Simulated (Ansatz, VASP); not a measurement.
**One calculation of H12CO8, two programs**

```
O H C
1.0
     6.04959    0.00000    0.00000
     0.00000    6.04959    0.00000
     0.00000    0.00000    6.04959
O H C
8 12 1
Cartesian
  2.3681 2.6511 0.9645
  5.4760 5.3899 4.2326
  1.4682 4.8967 2.0588
  4.9593 3.4217 1.7613
  3.5868 3.4951 4.7458
  3.1347 0.7267 3.2614
  -0.0745 0.8134 6.7477
  0.5049 2.1167 4.8905
  2.9234 2.9048 0.1779
  2.9726 2.2066 1.5890
  4.7955 5.9397 3.7731
  6.1485 5.1761 3.5497
  1.0661 5.4260 1.3443
  1.8545 4.0670 1.6259
  4.5606 4.2550 1.4585
  5.8602 3.6792 2.0287
  4.3619 4.1082 4.6159
  3.6150 2.9279 3.9559
  2.6118 0.9069 4.0651
  2.5927 0.0227 2.8115
  0.2179 1.4780 5.8256
```

Alike in both runs: functional PBE; k mesh 1 × 1 × 1; occupations fermi-dirac, width 0.05 eV; no spin polarisation.

Ansatz relaxed the structure, and its values are those at the end. VASP's run is a single point on that final structure, the one shown.

|  | VASP | Ansatz |
| --- | --- | --- |
| version | VASP 6.6.1 | Ansatz 0.2.0 |
| potentials or method | VASP PAW PBE potentials, release 64 (O, H, C), cutoff 520 eV | scalar-relativistic, plane waves, PAW |
| valence electrons in the cell | 64 | 64 |

```csv
,VASP,Ansatz,Ansatz less VASP
rms of the force components (eV/Å),0.100,0.070,-0.0300
```

One of these differences is far larger than is usual between the two programs; its cause wasn't traced.

Noted on VASP's run: the standard files for N, O and F lose accuracy on very short bonds.
